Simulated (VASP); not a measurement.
Wanted: the native input for a VASP 6.6.1 run.

- Task: single point
- Functional: r2SCAN
- Potentials or basis: VASP PAW PBE potentials, release 64 (Mo_sv)
- Cutoff: 520 eV
- k mesh: 15 × 15 × 4
- Occupations: fermi-dirac, width 0.1 eV
- Spin: no spin polarisation
- Dipole correction: no
- Further INCAR settings: ALGO = Normal; EDIFF = 1e-07; NBANDS = 36

Crystal: Mo.

```
Mo
1.0
     2.78775    0.00000    0.00000
    -1.39388    2.41426    0.00000
     0.00000    0.00000    9.85032
Mo
4
Direct
  0.00000 0.00000 0.00000
  0.00000 0.00000 0.50000
  0.33333 0.66667 0.25000
  0.66667 0.33333 0.75000
```

This isn't the form of Mo at room conditions, which is bcc.

The input as run:

POSCAR

```
Mo
1.0
    2.7877528681      0.0000000000      0.0000000000
   -1.3938764341      2.4142648033      0.0000000000
    0.0000000000      0.0000000000      9.8503153392
Mo
4
Direct
    1.0000000000      1.0000000000      1.0000000000
    1.0000000000      0.0000000000      0.5000000000
    0.3333333333      0.6666666667      0.2500000000
    0.6666666667      0.3333333333      0.7500000000
```

INCAR.step1

```
PREC = Accurate
ENCUT = 520
ISMEAR = -1
SIGMA = 0.1
LREAL = False
LASPH = True
NELM = 60
NBANDS = 36
GGA = PE
ALGO = Normal
EDIFF = 1E-4
LWAVE = True
LCHARG = False
```

INCAR.step2

```
PREC = Accurate
ENCUT = 520
EDIFF = 1E-7
ISMEAR = -1
SIGMA = 0.1
LREAL = False
LASPH = True
NELM = 60
ALGO = Normal
ISIF = 2
LWAVE = False
LCHARG = False
METAGGA = R2SCAN
LMIXTAU = True
NBANDS = 36
ISTART = 1
```

KPOINTS

```
regular mesh
0
Gamma
  15 15 4
```

Potentials or basis: VASP PAW PBE potentials, release 64 (Mo_sv).

Run with:

```bash
$ cat potpaw_PBE.64/Mo_sv/POTCAR > POTCAR
$ cp INCAR.step1 INCAR
$ mpirun -np 1 vasp_std > vasp.out
$ cp INCAR.step2 INCAR
$ mpirun -np 1 vasp_std > vasp.out
```

It gave:

```json
{
  "Pressure": "-8.2 GPa",
  "Band gap on the k mesh": "zero (bands 28 and 29 overlap by 1.92 eV)"
}
```

Caveat: the cell stands under tension; the PAW data sets were made with another functional, which shifts forces and pressure a little.

Run time: 6.5 min on 1 thread of Intel(R) Xeon(R) 6975P-C (Granite Rapids) (shared host), peak memory 0.29 GiB.
